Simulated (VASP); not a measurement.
# S (Fm-3m) in VASP: further runs

S is run at these levels: PBEsol; tasks: single point.

Everything below comes from runs of VASP 6.6.1. Logs are shortened: lines on timing, memory, paths and dates and some standing lists are left out, and cuts for length are marked.

## Step 1: The cell of the first run

Symmetry: Fm-3m, No. 225, cubic system. The conventional cell has a = 3.907 Å, b = 3.907 Å, c = 3.907 Å, α = 90.00°, β = 90.00°, γ = 90.00°. S (site symmetry m-3m) has 12 S at 2.76 Å within 3.6 Å.

## Step 2: Single point, PBEsol

The input, INCAR:

```
SYSTEM = S
  PREC = Accurate
  ENCUT = 520
  EDIFF = 1E-6
  ISMEAR = -1
  SIGMA = 0.05
  LREAL = .FALSE.
  LASPH = .TRUE.
  NELM = 80
  ALGO = Normal
  ISIF = 2
  LWAVE = .FALSE.
  LCHARG = .TRUE.
  GGA = PS
  LELF = .TRUE.
  LVHAR = .TRUE.
  NBANDS = 9
```

The input, KPOINTS:

```
Automatic mesh
0
G
  10 10 10
  0 0 0
```

The input, POSCAR:

```
S
1.0
    0.0000000000      1.9536375559      1.9536375559
    1.9536375559      0.0000000000      1.9536375559
    1.9536375559      1.9536375559      0.0000000000
S
1
Direct
    0.0000000000      0.0000000000      0.0000000000
```

Potentials or basis: VASP PAW PBE potentials, release 64 (S).

Launch:

```bash
$ cat potpaw_PBE.64/S/POTCAR > POTCAR
$ mpirun -np 1 vasp_std > vasp.out
```

OUTCAR:

```text
SYSTEM = S
   PREC = Accurate
   ENCUT = 520
   EDIFF = 1E-6
   ISMEAR = -1
   LREAL = .FALSE.
   LASPH = .TRUE.
   NELM = 80
   ISIF = 2
   GGA = PS

 ion  position               nearest neighbor table
   1  0.000  0.000  0.000-

  LATTYP: Found a face centered cubic cell.
 ALAT       =     3.9072751118

  Lattice vectors:

 A1 = (   0.0000000000,   1.9536375559,   1.9536375559)
 A2 = (   1.9536375559,   0.0000000000,   1.9536375559)
 A3 = (   1.9536375559,   1.9536375559,   0.0000000000)

Analysis of symmetry for initial positions (statically):
=====================================================================
 Subroutine PRICEL returns:
 Original cell was already a primitive cell.

 Routine SETGRP: Setting up the symmetry group for a
 face centered cubic supercell.

 Subroutine GETGRP returns: Found 48 space group operations
 (whereof 48 operations were pure point group operations)
 out of a pool of 48 trial point group operations.

The static configuration has the point symmetry O_h .

Analysis of symmetry for dynamics (positions and initial velocities):
=====================================================================
 Subroutine PRICEL returns:
 Original cell was already a primitive cell.

 Routine SETGRP: Setting up the symmetry group for a
 face centered cubic supercell.

 Subroutine GETGRP returns: Found 48 space group operations
 (whereof 48 operations were pure point group operations)
 out of a pool of 48 trial point group operations.

The dynamic configuration has the point symmetry O_h .

 Subroutine INISYM returns: Found 48 space group operations
 (whereof 48 operations are pure point group operations),
 and found     1 'primitive' translations

----------------------------------------------------------------------------------------

                                     Primitive cell

  volume of cell :      14.9129

  direct lattice vectors                    reciprocal lattice vectors
     0.000000000  1.953637556  1.953637556    -0.255932836  0.255932836  0.255932836
     1.953637556  0.000000000  1.953637556     0.255932836 -0.255932836  0.255932836
     1.953637556  1.953637556  0.000000000     0.255932836  0.255932836 -0.255932836

  length of vectors
     2.762860728  2.762860728  2.762860728     0.443288675  0.443288675  0.443288675

  position of ions in fractional coordinates (direct lattice)
     0.000000000  0.000000000  0.000000000

  ion indices of the primitive-cell ions
   primitive index   ion index
                 1           1

----------------------------------------------------------------------------------------

 KPOINTS: Automatic mesh

Automatic generation of k-mesh.
 Grid dimensions read from file:
 generate k-points for:   10   10   10

 Generating k-lattice:

  Cartesian coordinates                     Fractional coordinates (reciprocal lattice)
    -0.025593284  0.025593284  0.025593284     0.100000000  0.000000000  0.000000000
     0.025593284 -0.025593284  0.025593284     0.000000000  0.100000000  0.000000000
     0.025593284  0.025593284 -0.025593284     0.000000000  0.000000000  0.100000000

  Length of vectors
     0.044328868  0.044328868  0.044328868

  Shift w.r.t. Gamma in fractional coordinates (k-lattice)
     0.000000000  0.000000000  0.000000000

 Subroutine IBZKPT returns following result:
 ===========================================

 Found     47 irreducible k-points:

 Following reciprocal coordinates:
            Coordinates               Weight
  0.000000  0.000000  0.000000      1.000000
  0.100000  0.000000  0.000000      8.000000
  0.200000  0.000000  0.000000      8.000000
  0.300000  0.000000  0.000000      8.000000
  0.400000  0.000000  0.000000      8.000000
  0.500000  0.000000  0.000000      4.000000
[... 16 lines left out ...]
  0.300000  0.300000  0.000000      6.000000
  0.400000  0.300000  0.000000     24.000000
 [... further k-points ...]
   k-points           NKPTS =     47   k-points in BZ     NKDIM =     47   number of bands    NBANDS=      9
   number of dos      NEDOS =    301   number of ions     NIONS =      1
   total plane-waves  NPLWV =  13824
   dimension x,y,z NGX =    24 NGY =   24 NGZ =   24
   dimension x,y,z NGXF=    48 NGYF=   48 NGZF=   48
   ions per type =               1
   NGX,Y,Z   is equivalent  to a cutoff of  14.44, 14.44, 14.44 a.u.
   NGXF,Y,Z  is equivalent  to a cutoff of  28.88, 28.88, 28.88 a.u.
 SYSTEM =  S
   PREC   = accura    normal or accurate (medium, high low for compatibility)
   ISTART =      0    job   : 0-new  1-cont  2-samecut
   ICHARG =      2    charge: 1-file 2-atom 10-const
   ISPIN  =      1    spin polarized calculation?
   LNONCOLLINEAR =      F non collinear calculations
   LSORBIT =      F    spin-orbit coupling
   LASPH  =      T    aspherical Exc in radial PAW
   ENCUT  =  520.0 eV  38.22 Ry    6.18 a.u.   5.14  5.14  5.14*2*pi/ulx,y,z
   NELM   =     80;   NELMIN=  2; NELMDL= -5     # of ELM steps
   EDIFF  = 0.1E-05   stopping-criterion for ELM
   LREAL  =      F    real-space projection
   EDIFFG = 0.1E-04   stopping-criterion for IOM
   NSW    =      0    number of steps for IOM
   IBRION =     -1    ionic relax: 0-MD 1-quasi-New 2-CG
   NFREE  =      0    steps in history (QN), initial steepest desc. (CG)
   ISIF   =      2    stress and relaxation
   ISYM   =      2    0-nonsym 1-usesym 2-fastsym
   POTIM  = 0.5000    time-step for ionic-motion
   TEBEG  =    0.0;   TEEND  =   0.0 temperature during run
   PSTRESS=    0.0 pullay stress
   NELECT =       6.0000    total number of electrons
   NUPDOWN=      -1.0000    fix difference up-down
   EMIN   =  10.00;   EMAX   =-10.00  energy-range for DOS
   EFERMI =   0.00;   METHOD = LEGACY
   ISMEAR =    -1;   SIGMA  =   0.05  broadening in eV -4-tet -1-fermi 0-gaus
   EFERMI_NEDOS =   21; number of points for ismear=-14 and -15
   IALGO  =     38    algorithm
   IMIX   =      4    mixing-type and parameters
     AMIX     =   0.40;   BMIX     =  1.00
     AMIX_MAG =   1.60;   BMIX_MAG =  1.00
  volume/ion in A,a.u.               =      14.91       100.64
  Fermi-wavevector in a.u.,A,eV,Ry     =   1.208568  2.283863 19.873182  1.460638
  Thomas-Fermi vector in A             =   2.344172
   LORBIT       =      0    0 simple, 1 ext, 2 COOP (PROOUT), +10 PAW based schemes
   GGA     = PS    functional components
   LHFCALC =     F    Hartree Fock is set to
   AEXX    =    0.0000 exact exchange contribution
   IVDW    =     0    specifies the selected vdW correction
   LEPSILON=     F    determine dielectric tensor
   LRPA    =     F    only Hartree local field effects (RPA)
 non-spin polarized calculation
  energy-cutoff  :      520.00
  volume of cell :       14.91
 maximum number of plane-waves:       411
 NGX is ok and might be reduce to    24
   NGX = 11   NGY = 11   NGZ = 11

 number of electron       6.0000001 magnetization

 Free energy of the ion-electron system (eV)
  ---------------------------------------------------
  ext. energy  EPLUGINS =         0.00000000
  ---------------------------------------------------
  free energy    TOTEN  =        -3.35301527 eV

  energy without entropy =       -3.34840071  energy(sigma->0) =       -3.35070799

 E-fermi :   8.2261     XC(G=0): -11.5921

 val. band max:        8.1961560617   @ k =   0.5000   0.3000   0.0000
 cond. band min:       8.4759825050   @ k =  -0.3000   0.3000   0.1000
 fundamental gap:      0.2798264433
 Fermi energy:         8.2260762010

 k-point     1 :       0.0000    0.0000    0.0000
  band No.  band energies     occupation
      1      -9.0629      2.00000
      2      11.8445      0.00000
      3      11.8445      0.00000
      4      11.8445      0.00000
      5      20.4275      0.00000
      6      20.4275      0.00000
      7      20.4275      0.00000
      8      23.4807      0.00000
      9      26.1075      0.00000

 k-point     2 :       0.1000    0.0000    0.0000
  band No.  band energies     occupation
      1      -8.8107      2.00000
      2      10.4656      0.00000
      3      11.6499      0.00000
      4      11.6499      0.00000
      5      20.0058      0.00000
      6      20.8475      0.00000
      7      20.8475      0.00000
      8      24.2617      0.00000
      9      25.3993      0.00000

 k-point     3 :       0.2000    0.0000    0.0000
  band No.  band energies     occupation
      1      -8.0655      2.00000
      2       7.5302      2.00000
      3      11.2194      0.00000
      4      11.2194      0.00000
      5      19.1547      0.00000
      6      21.3177      0.00000
      7      21.3177      0.00000
      8      24.9449      0.00000
      9      24.9449      0.00000

 k-point     4 :       0.3000    0.0000    0.0000
  band No.  band energies     occupation
      1      -6.8766      2.00000
      2       4.3608      2.00000
      3      10.7959      0.00000
      4      10.7959      0.00000
      5      18.4517      0.00000
      6      20.6581      0.00000
      7      20.6581      0.00000
      8      26.5014      0.00000
      9      26.5645      0.00000
[... 205 lines left out ...]
 k-point    22 :      -0.2000    0.2000    0.0000
  band No.  band energies     occupation
      1      -6.4747      2.00000
      2       5.4372      2.00000
      3       7.0075      2.00000
      4      10.9552      0.00000
      5      19.4499      0.00000
      6      20.9029      0.00000
      7      22.2593      0.00000
      8      23.1656      0.00000
      9      24.4789      0.00000

 k-point    23 :       0.3000    0.3000    0.0000
  band No.  band energies     occupation
      1      -6.1271      2.00000
      2       5.9907      2.00000
      3       8.5121      0.00653
      4       8.5121      0.00653
      5      15.2756      0.00000
      6      16.0465      0.00000
      7      27.0697      0.00000
      8      27.0697      0.00000
      9      28.6693      0.00000

 k-point    24 :       0.4000    0.3000    0.0000
  band No.  band energies     occupation
      1      -5.0099      2.00000
      2       4.3252      2.00000
      3       7.2769      2.00000
      4       8.1619      1.56593
      5      14.9511      0.00000
      6      16.1399      0.00000
      7      26.9185      0.00000
      8      27.5225      0.00000
      9      30.6349      0.00000

 [... further k-points ...]
[... 5 lines left out ...]
  --------------------------------------------------------------------------------------
  -------------------------------------------------------------------------------------
  Total       -0.0462289     -0.0462289     -0.0462289      0.0000000      0.0000000     -0.0000000
  in kB       -4.9666342     -4.9666342     -4.9666342      0.0000000      0.0000000     -0.0000000
  external PRESSURE =      -4.9666342 kB  Pullay stress =       0.0000000 kB

 VOLUME and BASIS-vectors are now :
 -----------------------------------------------------------------------------
  energy-cutoff  :      520.00
  volume of cell :       14.91
      direct lattice vectors                 reciprocal lattice vectors
     0.000000000  1.953637556  1.953637556    -0.255932836  0.255932836  0.255932836
     1.953637556  0.000000000  1.953637556     0.255932836 -0.255932836  0.255932836
     1.953637556  1.953637556  0.000000000     0.255932836  0.255932836 -0.255932836

 POSITION                                       TOTAL-FORCE (eV/Angst)
 -----------------------------------------------------------------------------------
      0.00000      0.00000      0.00000         0.000000      0.000000      0.000000
 -----------------------------------------------------------------------------------
    total drift:                                0.000000     -0.000000     -0.000000

  FREE ENERGIE OF THE ION-ELECTRON SYSTEM (eV)
  ---------------------------------------------------
  free  energy   TOTEN  =        -3.3530152650 eV

  energy  without entropy=       -3.3484007116  energy(sigma->0) =       -3.35070799
```

Run time: 4.2 s. Hardware: 1 thread of Intel Xeon 6975P-C, shared host; peak memory 0.13 GiB.

What came out:

```yaml
Free_energy: -3.3530 eV
Pressure: -0.5 GPa
Band_gap_on_the_k_mesh: zero (band 3 reaches 11.84 eV, above the bottom of band 4 at 5.59 eV)
```

Caveat: the PAW data sets were made with another functional, which shifts forces and pressure a little.

## Step 3: Single point, PBEsol

This run uses another cell than the first one, of 15.23 Å³/atom, 1.021 times its volume.

The input, INCAR:

```
PREC = Accurate ; ENCUT = 520
EDIFF = 1E-6 ; ISMEAR = -1
SIGMA = 0.05 ; LREAL = F
LASPH = T ; NELM = 100
ALGO = Normal ; ISIF = 2
LWAVE = F ; LCHARG = F
GGA = PS ; NBANDS = 9
```

The input, KPOINTS:

```
Automatic mesh
0
Gamma
  10 10 10
```

The input, POSCAR:

```
S
1.0
    0.0000000000      1.9673960202      1.9673960202
    1.9673960202      0.0000000000      1.9673960202
    1.9673960202      1.9673960202      0.0000000000
S
1
Direct
    0.0000000000      0.0000000000      0.0000000000
```

Potentials or basis: VASP PAW PBE potentials, release 64 (S).

Launch:

```bash
$ cat potpaw_PBE.64/S/POTCAR > POTCAR
$ mpirun -np 1 vasp_std > vasp.out
```

Run time: 3.9 s. Hardware: 1 thread of Intel Xeon 6975P-C, shared host; peak memory 0.13 GiB.

The run converged. Its results:

```yaml
Free_energy: -3.3502 eV
Pressure: -2.5 GPa
Band_gap_on_the_k_mesh: zero (band 3 reaches 11.41 eV, above the bottom of band 4 at 5.37 eV)
```

Levels at points of the mesh, in eV from the Fermi level:
```
           k point  band 1  band 2  band 3  band 4  band 5  band 6  band 7
(0.00, 0.00, 0.00)  -17.07    3.49    3.49    3.49   12.19   12.19   12.19
(0.50, 0.00, 0.00)  -12.68   -7.76    2.11    2.11    9.59   11.37   11.37
(0.50, 0.50, 0.00)  -10.89   -6.70   -0.80   -0.80    5.23    5.71   22.40
```

Caveat: the PAW data sets were made with another functional, which shifts forces and pressure a little.

## Step 4: Single point, PBEsol

This run uses another cell than the first one, of 15.55 Å³/atom, 1.043 times its volume.

The input, INCAR:

```
SYSTEM = S
PREC = Accurate
ENCUT = 520
EDIFF = 1E-7
ISMEAR = -1
SIGMA = 0.05
LREAL = .False.
LASPH = .True.
NELM = 60
ALGO = Normal
ISIF = 2
LWAVE = .False.
LCHARG = .False.
GGA = PS
NBANDS = 9
```

The input, KPOINTS:

```
regular mesh
0
Gamma
  10 10 10
  0 0 0
```

The input, POSCAR:

```
S
1.0
    0.0000000000      1.9809646974      1.9809646974
    1.9809646974      0.0000000000      1.9809646974
    1.9809646974      1.9809646974      0.0000000000
S
1
Direct
    0.0000000000      0.0000000000      0.0000000000
```

Launch:

```bash
$ cat potpaw_PBE.64/S/POTCAR > POTCAR
$ mpirun -np 1 vasp_std > vasp.out
```

It took 4.9 s on 1 thread of Intel Xeon 6975P-C, shared host; peak memory 0.13 GiB.

Results (log left out):

```yaml
Free_energy: -3.3437 eV
Pressure: -4.2 GPa
Band_gap_on_the_k_mesh: zero (band 3 reaches 10.98 eV, above the bottom of band 4 at 5.15 eV)
```

Levels at points of the mesh, in eV from the Fermi level:
| k point | band 1 | band 2 | band 3 | band 4 | band 5 | band 6 |
| --- | --- | --- | --- | --- | --- | --- |
| (0.00, 0.00, 0.00) | -16.86 | 3.38 | 3.38 | 3.38 | 12.18 | 12.18 |
| (0.50, 0.00, 0.00) | -12.60 | -7.57 | 2.04 | 2.04 | 9.51 | 11.37 |
| (0.50, 0.50, 0.00) | -10.88 | -6.54 | -0.79 | -0.79 | 5.28 | 5.80 |

Caveat: the PAW data sets were made with another functional, which shifts forces and pressure a little.

## Step 5: Single point, PBEsol

This run uses another cell than the first one, of 15.86 Å³/atom, 1.064 times its volume.

The input, INCAR:

```
PREC = Accurate
ENCUT = 520
EDIFF = 1E-7
ISMEAR = -1
SIGMA = 0.05
LREAL = False
LASPH = True
NELM = 80
ALGO = Normal
ISIF = 2
LWAVE = False
LCHARG = True
GGA = PS
LELF = True
LVHAR = True
NBANDS = 9
```

The input, KPOINTS:

```
regular mesh
0
Gamma
  10 10 10
```

The input, POSCAR:

```
S
1.0
    0.0000000000      1.9943500000      1.9943500000
    1.9943500000      0.0000000000      1.9943500000
    1.9943500000      1.9943500000      0.0000000000
S
1
Direct
    0.0000000000      0.0000000000      0.0000000000
```

Launch:

```bash
$ cat potpaw_PBE.64/S/POTCAR > POTCAR
$ mpirun -np 1 vasp_std > vasp.out
```

It took 4.8 s on 1 thread of Intel Xeon 6975P-C, shared host; peak memory 0.13 GiB.

Results (log left out):

```
Free energy            : -3.3340 eV
Pressure               : -5.8 GPa
Band gap on the k mesh : zero (band 3 reaches 10.58 eV, above the bottom of band 4 at 4.94 eV)
```

Levels at points of the mesh, in eV from the Fermi level:
```tsv
k point	band 1	band 2	band 3	band 4	band 5	band 6	band 7
(0.00, 0.00, 0.00)	-16.66	3.26	3.26	3.26	12.16	12.16	12.16
(0.50, 0.00, 0.00)	-12.53	-7.40	1.96	1.96	9.44	11.37	11.37
(0.50, 0.50, 0.00)	-10.88	-6.39	-0.78	-0.78	5.33	5.89	22.01
```

Caveat: the PAW data sets were made with another functional, which shifts forces and pressure a little.

## Step 6: Single point, PBEsol

This run uses another cell than the first one, of 16.18 Å³/atom, 1.085 times its volume.

The input, INCAR:

```
PREC = Accurate ; ENCUT = 520
EDIFF = 1E-7 ; ISMEAR = -1
SIGMA = 0.05 ; LREAL = False
LASPH = True ; NELM = 100
ALGO = Normal ; ISIF = 2
LWAVE = False ; LCHARG = False
GGA = PS ; NBANDS = 9
```

KPOINTS is that of step 5.

The input, POSCAR:

```
S
1.0
    0.0000000000      2.0075580008      2.0075580008
    2.0075580008      0.0000000000      2.0075580008
    2.0075580008      2.0075580008      0.0000000000
S
1
Direct
    0.0000000000      0.0000000000      0.0000000000
```

Potentials or basis: VASP PAW PBE potentials, release 64 (S).

Launch:

```bash
$ cat potpaw_PBE.64/S/POTCAR > POTCAR
$ mpirun -np 1 vasp_std > vasp.out
```

It took 4.3 s on 1 thread of Intel Xeon 6975P-C, shared host; peak memory 0.13 GiB.

It converged, with:

| Quantity | Value |
| --- | --- |
| Free energy | -3.3213 eV |
| Pressure | -7.1 GPa |
| Band gap on the k mesh | zero (band 3 reaches 10.19 eV, above the bottom of band 4 at 4.74 eV) |

Levels at points of the mesh, in eV from the Fermi level:
```
           k point  band 1  band 2  band 3  band 4  band 5  band 6  band 7  band 8
(0.00, 0.00, 0.00)  -16.46    3.16    3.16    3.16   12.15   12.15   12.15   13.93
(0.50, 0.00, 0.00)  -12.46   -7.23    1.90    1.90    9.37   11.37   11.37   16.90
(0.50, 0.50, 0.00)  -10.87   -6.24   -0.76   -0.76    5.37    5.97   21.83   23.15
```

Caveat: the PAW data sets were made with another functional, which shifts forces and pressure a little.

## Step 7: The runs side by side

| cell | gap on the mesh (eV) | pressure (GPa) |
| --- | --- | --- |
| a = 2.763 Å, angles 60.0°, 1 atom | none | -0.5 |
| a = 2.782 Å, angles 60.0°, 1 atom | none | -2.5 |
| a = 2.802 Å, angles 60.0°, 1 atom | none | -4.2 |
| a = 2.820 Å, angles 60.0°, 1 atom | none | -5.8 |
| a = 2.839 Å, angles 60.0°, 1 atom | none | -7.1 |

Alike in all rows: task single point; level PBEsol; potentials or basis VASP PAW PBE potentials, release 64 (S); no spin polarisation; k mesh 10 × 10 × 10; cutoff (eV) 520; smearing fermi-dirac 0.05 eV.

Caveats: the PAW data sets were made with another functional, which shifts forces and pressure a little.

Total energies depend on the potentials used, so only differences within one code and one set of settings carry meaning.
